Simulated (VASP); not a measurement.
Write the native input for VASP 6.6.1 that does the following.

```
Task                               : single point
Functional                         : PBE-based screened hybrid with 10 % exact exchange
Potentials or basis                : VASP PAW PBE potentials, release 64 (Si, C)
Cutoff                             : 520 eV
k mesh                             : 5 × 5 × 3
Occupations                        : fermi-dirac, width 0.05 eV
Spin                               : no spin polarisation
Dipole correction                  : no
Grid for exact exchange (PRECFOCK) : Normal
Share of exact exchange            : 0.1
Further INCAR settings             : ALGO = Normal; EDIFF = 1e-06; NBANDS = 16
Screening parameter                : 0.2 1/Å
```

The system is SiC.

```
Si C
1.0
     3.07600    0.00000    0.00000
    -1.53800    2.66389    0.00000
     0.00000    0.00000    5.04800
Si C
2 2
Direct
  0.66667 0.33333 0.50000
  0.33333 0.66667 0.00000
  0.66667 0.33333 0.88500
  0.33333 0.66667 0.38500
```

One way to write it, as run:

POSCAR

```
SiC
1.0
    3.0760000000      0.0000000000      0.0000000000
   -1.5380000000      2.6638941420      0.0000000000
    0.0000000000      0.0000000000      5.0480000000
Si C
2 2
Direct
    0.6666666667      0.3333333333      0.5000000000
    0.3333333333      0.6666666667      0.0000000000
    0.6666666667      0.3333333333      0.8850000000
    0.3333333333      0.6666666667      0.3850000000
```

INCAR.step1

```
SYSTEM = SiC
PREC = Accurate
ENCUT = 520
EDIFF = 1E-5
ISMEAR = -1
SIGMA = 0.05
LREAL = .False.
LASPH = .True.
NELM = 80
ALGO = Normal
ISIF = 2
LWAVE = .True.
LCHARG = .False.
GGA = PE
NBANDS = 16
```

INCAR.step2

```
SYSTEM = SiC
PREC = Accurate
ENCUT = 520
EDIFF = 1E-6
ISMEAR = -1
SIGMA = 0.05
LREAL = .False.
LASPH = .True.
NELM = 80
ALGO = Normal
ISIF = 2
LWAVE = .False.
LCHARG = .False.
GGA = PE
LHFCALC = .True.
AEXX = 0.1
HFSCREEN = 0.2
PRECFOCK = Normal
ISTART = 1
NBANDS = 16
```

KPOINTS

```
Automatic mesh
0
Gamma
  5 5 3
  0 0 0
```

Potentials or basis: VASP PAW PBE potentials, release 64 (Si, C).

Launch:

```sh
$ cat potpaw_PBE.64/Si/POTCAR potpaw_PBE.64/C/POTCAR > POTCAR
$ cp INCAR.step1 INCAR
$ mpirun -np 1 vasp_std > vasp.out
$ cp INCAR.step2 INCAR
$ mpirun -np 1 vasp_std > vasp.out
```

Results of the run:

```yaml
Pressure: 1.6 GPa
Largest_force: 0.748 eV/Å
Band_gap_on_the_k_mesh: 3.19 eV (least direct gap 4.64 eV)
```

Caveat: the k points lie up to 0.47 Å⁻¹ apart; the PAW data sets were made with another functional, which shifts forces and pressure a little.

Run time: 6.1 min on 1 thread of Intel(R) Xeon(R) Platinum 8488C (Sapphire Rapids), with other jobs on the host, peak memory 0.25 GiB.
